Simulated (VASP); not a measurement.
Input of a VASP 6.6.1 run:

INCAR

```
PREC = Accurate
ENCUT = 520
EDIFF = 1E-6
ISMEAR = 0
SIGMA = 0.15
LREAL = F
LASPH = T
NELM = 100
ALGO = Normal
ISIF = 2
LWAVE = F
LCHARG = F
GGA = PS
NBANDS = 32
```

KPOINTS

```
regular mesh
0
Gamma
  8 8 2
```

Contents of POSCAR:

```
BPt2
1.0
    2.9283120000      0.0000000000      0.0000000000
   -1.4641560000      2.5359930000      0.0000000000
    0.0000000000      0.0000000000     10.3572160000
B Pt
2 4
Direct
    0.6666666667      0.3333333333      0.7500000000
    0.3333333333      0.6666666667      0.2500000000
    0.6666666667      0.3333333333      0.3837940000
    0.3333333333      0.6666666667      0.6162060000
    0.3333333333      0.6666666667      0.8837940000
    0.6666666667      0.3333333333      0.1162060000
```

Potentials or basis: VASP PAW PBE potentials, release 64 (B, Pt).

Launch:

```console
$ cat potpaw_PBE.64/B/POTCAR potpaw_PBE.64/Pt/POTCAR > POTCAR
$ mpirun -np 1 vasp_std > vasp.out
```

Question: Estimate the pressure.

Answer: -4.6 GPa.

Question: What does it give for the largest force?

Answer: 0.041 eV/Å.

Stress tensor (GPa, compression positive):
```
-4.62  0.00  0.00
 0.00 -4.62  0.00
 0.00  0.00 -4.70
```

Caveat: the PAW data sets were made with another functional, which shifts forces and pressure a little.
